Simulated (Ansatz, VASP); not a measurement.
# Two plane-wave programs on N

```
CELL_PARAMETERS angstrom
6.79111 0.00000 0.00000
0.00000 6.79111 0.00000
0.00000 0.00000 6.79111
ATOMIC_POSITIONS crystal
N 0.47369 0.98481 0.66135
N 0.60868 0.90734 0.61496
N 0.28782 0.25002 0.30113
N 0.13891 0.30987 0.27704
N 0.61323 0.40123 0.87371
N 0.75443 0.36188 0.80384
N 0.44938 0.80137 0.10779
N 0.47605 0.69273 0.22531
N 0.09031 0.78173 0.47948
N 0.03970 0.67434 0.59022
N 0.90654 0.91775 0.07338
N 0.00444 0.96112 0.95126
```

Alike in both runs: functional PBE; k mesh 1 × 1 × 1; occupations fermi-dirac, width 0.02 eV; no spin polarisation.

Ansatz relaxed the structure, and its values are those at the end. VASP's run is a single point on that final structure, the one shown.

|  | VASP | Ansatz |
| --- | --- | --- |
| version | VASP 6.6.1 | Ansatz 0.2.0 |
| potentials or method | VASP PAW PBE potentials, release 64 (N_h), cutoff 910 eV | scalar-relativistic, plane waves, PAW |
| valence electrons in the cell | 60 | 60 |

```tsv
	VASP	Ansatz	Ansatz less VASP
rms of the force components (eV/Å)	0.034	0.064	+0.0301
```

With one functional, cell and mesh, what is left measures potentials, basis and numerics.

Noted on VASP's run: the cutoff is short for stress, so the pressure is rough.
